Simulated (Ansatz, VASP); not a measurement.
# WSe2: VASP beside Ansatz

```
W Se
1.0
     3.31442    0.00000    0.00000
    -1.65721    2.87038    0.00000
     0.00000    0.00000   29.80009
W Se
3 6
Direct
  0.66667 0.33333 0.00000
  0.33333 0.66667 0.76994
  0.33333 0.66667 0.23006
  0.33333 0.66667 0.05577
  0.66667 0.33333 0.82572
  0.66667 0.33333 0.28580
  0.33333 0.66667 0.94423
  0.66667 0.33333 0.71420
  0.66667 0.33333 0.17428
```

Alike in both runs: functional r2SCAN; k mesh 12 × 12 × 1; occupations gaussian, width 0.02 eV; no spin polarisation.

Ansatz relaxed the structure, and its values are those at the end. VASP's run is a single point on that final structure, the one shown.

```csv
,VASP,Ansatz
version,VASP 6.6.1,Ansatz 0.2.0
potentials or method,"VASP PAW PBE potentials, release 64 (W_sv, Se), cutoff 520 eV","scalar-relativistic, plane waves, PAW"
valence electrons in the cell,78,138
```

|  | VASP | Ansatz | Ansatz less VASP |
| --- | --- | --- | --- |
| gap on the k mesh at the Fermi level (eV) | 1.51 | 1.51 | +0.006 |
| least direct gap on the mesh (eV) | 1.60 | 1.61 | +0.002 |
| rms of the force components (eV/Å) | 0.019 | 0.002 | -0.0173 |

VASP's potentials were made for PBE, not for r2SCAN. VASP's potentials hold 78 valence electrons a cell and Ansatz's 138, so a difference there can come from the potentials and not from the codes. Ansatz's warnings: xc potential rough in thin density.

Spin-orbit coupling is off throughout.
